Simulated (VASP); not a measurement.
# TaN (Fm-3m) in VASP: a series of runs, part 2 of 2

VASP 6.6.1.

## (3) Single point, PBE+D3(BJ)

Contents of INCAR:

```
PREC = Accurate
ENCUT = 520
EDIFF = 1E-6
ISMEAR = 0
SIGMA = 0.2
LREAL = False
LASPH = True
NELM = 60
ALGO = Normal
ISIF = 2
LWAVE = False
LCHARG = True
GGA = PE
IVDW = 12
LELF = True
LVHAR = True
NBANDS = 15
```

Contents of KPOINTS:

```
Automatic mesh
0
Gamma
  12 12 12
```

Contents of POSCAR:

```
TaN
1.0
    3.0815710000      0.0000000000      0.0000000000
    1.5407855000      2.6687187696      0.0000000000
    1.5407855000      0.8895729232      2.5160921854
Ta N
1 1
Direct
    0.5000000000      0.5000000000      0.5000000000
    0.0000000000      0.0000000000      0.0000000000
```

Potentials or basis: VASP PAW PBE potentials, release 64 (Ta_pv, N).

Command:

```
cat potpaw_PBE.64/Ta_pv/POTCAR potpaw_PBE.64/N/POTCAR > POTCAR
mpirun -np 1 vasp_std > vasp.out
```

OUTCAR:

```text
PREC = Accurate
   ENCUT = 520
   EDIFF = 1E-6
   ISMEAR = 0
   LREAL = False
   LASPH = True
   NELM = 60
   ISIF = 2
   GGA = PE
   IVDW = 12
 IVDW          = 12

 ion  position               nearest neighbor table
   1  0.500  0.500  0.500-   2 2.18   2 2.18   2 2.18   2 2.18   2 2.18   2 2.18
   2  0.000  0.000  0.000-   1 2.18   1 2.18   1 2.18   1 2.18   1 2.18   1 2.18

  LATTYP: Found a face centered cubic cell.
 ALAT       =     4.3579995017

  Lattice vectors:

 A1 = (   3.0815710000,   0.0000000000,   0.0000000000)
 A2 = (   1.5407855000,   2.6687187696,   0.0000000000)
 A3 = (   1.5407855000,   0.8895729232,   2.5160921854)
[... 617 lines left out ...]

 Edisp (eV)   -0.97203

 E8    (eV) :    -0.4497

  FORCE on cell =-STRESS in cart. coord.  units (eV):
  Direction    XX          YY          ZZ          XY          YZ          ZX
  --------------------------------------------------------------------------------------
  -------------------------------------------------------------------------------------
  Total       1.00272     1.00272     1.00272     0.00000     0.00000     0.00000
  in kB      77.64031    77.64031    77.64031     0.00000     0.00000     0.00000
  external pressure =       77.64 kB  Pullay stress =        0.00 kB

 VOLUME and BASIS-vectors are now :
 -----------------------------------------------------------------------------
  energy-cutoff  :      520.00
  volume of cell :       20.69
      direct lattice vectors                 reciprocal lattice vectors
     3.081571000  0.000000000  0.000000000     0.324509804 -0.187355822 -0.132480573
     1.540785500  2.668718770  0.000000000     0.000000000  0.374711645 -0.132480573
     1.540785500  0.889572923  2.516092185     0.000000000  0.000000000  0.397441718

 POSITION                                       TOTAL-FORCE (eV/Angst)
 -----------------------------------------------------------------------------------
      3.08157      1.77915      1.25805         0.000000     -0.000000      0.000000
      0.00000      0.00000      0.00000        -0.000000      0.000000      0.000000
 -----------------------------------------------------------------------------------
    total drift:                               -0.000000      0.000000     -0.000000

  FREE ENERGIE OF THE ION-ELECTRON SYSTEM (eV)
  ---------------------------------------------------
  free  energy   TOTEN  =       -22.7625604102 eV

  energy  without entropy=      -22.7422067465  energy(sigma->0) =      -22.75238358
```

Run time: 9.1 s. Hardware: 1 thread of Intel Xeon 6975P-C (Granite Rapids), shared host; peak memory 0.16 GiB.

Results:

```yaml
Free_energy: -22.7626 eV
Pressure: 7.8 GPa
Band_gap_on_the_k_mesh: zero (band 8 reaches 11.85 eV, above the bottom of band 9 at 7.68 eV)
Dispersion_energy_per_atom: -0.486 eV
```

Caveat: three body term missing; spin-orbit coupling is left out, which moves the levels of the heavy elements; pairwise dispersion overbinds metals, which lowers pressure and volume.

## (4) Single point, PBE+D3(BJ)

Contents of INCAR:

```
SYSTEM = TaN
ALGO     = Normal         ! electronic algorithm
EDIFF    = 1E-7           ! SCF threshold, eV
ENCUT    = 520            ! plane-wave cutoff, eV
GGA      = PE             ! functional
ISIF     = 2              ! what is computed and relaxed
ISMEAR   = 0              ! smearing method
IVDW     = 12             ! dispersion correction
LASPH    = .TRUE.         ! aspherical terms in the spheres
LCHARG   = .FALSE.        ! write CHGCAR
LREAL    = .FALSE.        ! projectors in reciprocal space
LWAVE    = .FALSE.        ! write WAVECAR
NBANDS   = 15             ! bands
NELM     = 60             ! most SCF steps
PREC     = Accurate       ! precision mode
SIGMA    = 0.1            ! smearing width, eV
```

Contents of KPOINTS:

```
k-points
0
G
  12 12 12
  0 0 0
```

POSCAR is that of step 3.

Command:

```
cat potpaw_PBE.64/Ta_pv/POTCAR potpaw_PBE.64/N/POTCAR > POTCAR
mpirun -np 1 vasp_std > vasp.out
```

Run time: 9.5 s. Hardware: 1 thread of Intel Xeon 6975P-C (Granite Rapids), shared host; peak memory 0.16 GiB.

It converged, with:

* Free energy: -22.7545 eV
* Pressure: 7.7 GPa
* Band gap on the k mesh: zero (band 8 reaches 11.85 eV, above the bottom of band 9 at 7.68 eV)
* Dispersion energy per atom: -0.486 eV

Levels at points of the mesh, in eV from the Fermi level:
```
           k point  band 6  band 7  band 8  band 9  band 10  band 11
(0.00, 0.00, 0.00)   -3.86   -3.86   -2.14   -2.14    -2.14     0.12
(0.50, 0.00, 0.00)   -7.74   -7.74    2.03    2.03     2.13     3.96
(0.50, 0.50, 0.00)   -5.61   -4.66   -4.66    2.25     3.75     3.75
```

Caveat: three body term missing; spin-orbit coupling is left out, which moves the levels of the heavy elements; pairwise dispersion overbinds metals, which lowers pressure and volume.

## (5) Single point, PBE+D3(BJ)

Contents of INCAR:

```
SYSTEM = TaN
PREC = Accurate ; ENCUT = 520
EDIFF = 1E-6 ; ISMEAR = 0
SIGMA = 0.05 ; LREAL = .FALSE.
LASPH = .TRUE. ; NELM = 80
ALGO = Normal ; ISIF = 2
LWAVE = .FALSE. ; LCHARG = .TRUE.
GGA = PE ; IVDW = 12
LELF = .TRUE. ; LVHAR = .TRUE.
NBANDS = 15
```

Contents of KPOINTS:

```
regular mesh
0
G
  12 12 12
  0 0 0
```

POSCAR is that of step 4.

Potentials or basis: VASP PAW PBE potentials, release 64 (Ta_pv, N).

Command:

```
cat potpaw_PBE.64/Ta_pv/POTCAR potpaw_PBE.64/N/POTCAR > POTCAR
mpirun -np 1 vasp_std > vasp.out
```

OUTCAR:

```text
SYSTEM = TaN
   PREC = Accurate
   ENCUT = 520
   EDIFF = 1E-6
   ISMEAR = 0
   LREAL = .FALSE.
   LASPH = .TRUE.
   NELM = 80
   ISIF = 2
   GGA = PE
   IVDW = 12
 IVDW          = 12

 ion  position               nearest neighbor table
   1  0.500  0.500  0.500-   2 2.18   2 2.18   2 2.18   2 2.18   2 2.18   2 2.18
   2  0.000  0.000  0.000-   1 2.18   1 2.18   1 2.18   1 2.18   1 2.18   1 2.18

  LATTYP: Found a face centered cubic cell.
 ALAT       =     4.3579995017

  Lattice vectors:

 A1 = (   3.0815710000,   0.0000000000,   0.0000000000)
 A2 = (   1.5407855000,   2.6687187696,   0.0000000000)
 A3 = (   1.5407855000,   0.8895729232,   2.5160921854)

[... 616 lines left out ...]

 Edisp (eV)   -0.97203

 E8    (eV) :    -0.4497

  FORCE on cell =-STRESS in cart. coord.  units (eV):
  Direction    XX          YY          ZZ          XY          YZ          ZX
  --------------------------------------------------------------------------------------
  -------------------------------------------------------------------------------------
  Total       0.99036     0.99036     0.99036    -0.00000     0.00000    -0.00000
  in kB      76.68387    76.68387    76.68387    -0.00000     0.00000    -0.00000
  external pressure =       76.68 kB  Pullay stress =        0.00 kB

 VOLUME and BASIS-vectors are now :
 -----------------------------------------------------------------------------
  energy-cutoff  :      520.00
  volume of cell :       20.69
      direct lattice vectors                 reciprocal lattice vectors
     3.081571000  0.000000000  0.000000000     0.324509804 -0.187355822 -0.132480573
     1.540785500  2.668718770  0.000000000     0.000000000  0.374711645 -0.132480573
     1.540785500  0.889572923  2.516092185     0.000000000  0.000000000  0.397441718

 POSITION                                       TOTAL-FORCE (eV/Angst)
 -----------------------------------------------------------------------------------
      3.08157      1.77915      1.25805        -0.000000      0.000000      0.000000
      0.00000      0.00000      0.00000         0.000000     -0.000000      0.000000
 -----------------------------------------------------------------------------------
    total drift:                               -0.000000      0.000000     -0.000000

  FREE ENERGIE OF THE ION-ELECTRON SYSTEM (eV)
  ---------------------------------------------------
  free  energy   TOTEN  =       -22.7521531148 eV

  energy  without entropy=      -22.7503166384  energy(sigma->0) =      -22.75123488
```

It took 8.4 s on 1 thread of Intel Xeon 6975P-C (Granite Rapids), shared host; peak memory 0.16 GiB.

Results:

```yaml
Free_energy: -22.7522 eV
Pressure: 7.7 GPa
Band_gap_on_the_k_mesh: zero (band 8 reaches 11.85 eV, above the bottom of band 9 at 7.68 eV)
Dispersion_energy_per_atom: -0.486 eV
```

Caveat: three body term missing; spin-orbit coupling is left out, which moves the levels of the heavy elements; pairwise dispersion overbinds metals, which lowers pressure and volume.

## (6) The runs side by side

| smearing | gap on the mesh (eV) | pressure (GPa) |
| --- | --- | --- |
| gaussian 0.3 eV | none | 7.8 |
| gaussian 0.2 eV | none | 7.8 |
| gaussian 0.1 eV | none | 7.7 |
| gaussian 0.05 eV | none | 7.7 |

Alike in all rows: task single point; level PBE+D3(BJ); potentials or basis VASP PAW PBE potentials, release 64 (Ta_pv, N); no spin polarisation; cell as given; k mesh 12 × 12 × 12; cutoff (eV) 520.

Every run on the cell as given and a fine mesh finds a metal.

Caveats: three body term missing; spin-orbit coupling is left out, which moves the levels of the heavy elements; pairwise dispersion overbinds metals, which lowers pressure and volume.

Absolute energies hang on the potentials; compare differences alone.
